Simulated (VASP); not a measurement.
Set up this calculation in VASP 6.6.1, as the native input.

- Task: single point
- Functional: PBE
- Potentials or basis: VASP PAW PBE potentials, release 64 (Sn_d, Sb, S)
- Cutoff: 520 eV
- k mesh: 12 × 12 × 12
- Occupations: gaussian, width 0.1 eV
- Spin: no spin polarisation
- Dipole correction: no
- Further INCAR settings: ALGO = Normal; EDIFF = 1e-06; NBANDS = 24

The structure of SnSbS2 lies in POSCAR:

```
SnSbS2
1.0
    1.9049729572      1.0998366496      7.6102895811
   -1.9049729572      1.0998366496      7.6102895811
    0.0000000000     -2.1996732992      7.6102895811
Sn Sb S
1 1 2
Direct
    0.0000000000      0.0000000000      0.0000000000
    0.5000000000      0.5000000000      0.5000000000
    0.7539947905      0.7539947905      0.7539947905
    0.2460052095      0.2460052095      0.2460052095
```

These files were run (other wordings do the same):

INCAR

```
SYSTEM = SnSbS2
PREC     = Accurate       ! precision mode
ENCUT    = 520            ! plane-wave cutoff, eV
EDIFF    = 1E-6           ! SCF threshold, eV
ISMEAR   = 0              ! smearing method
SIGMA    = 0.1            ! smearing width, eV
LREAL    = .False.        ! projectors in reciprocal space
LASPH    = .True.         ! aspherical terms in the spheres
NELM     = 100            ! most SCF steps
ALGO     = Normal         ! electronic algorithm
ISIF     = 2              ! what is computed and relaxed
LWAVE    = .False.        ! write WAVECAR
LCHARG   = .False.        ! write CHGCAR
GGA      = PE             ! functional
NBANDS   = 24             ! bands
```

KPOINTS

```
regular mesh
0
Gamma
  12 12 12
  0 0 0
```

Potentials or basis: VASP PAW PBE potentials, release 64 (Sn_d, Sb, S).

Launch:

```sh
$ cat potpaw_PBE.64/Sn_d/POTCAR potpaw_PBE.64/Sb/POTCAR potpaw_PBE.64/S/POTCAR > POTCAR
$ mpirun -np 1 vasp_std > vasp.out
```

Results of the run:

| Property | Result |
| --- | --- |
| Pressure | -0.1 GPa |
| Largest force | 0.018 eV/Å |

Wall time 17 min on 1 thread of Intel(R) Xeon(R) Platinum 8488C (Sapphire Rapids), on a shared host, peak memory 0.78 GiB.
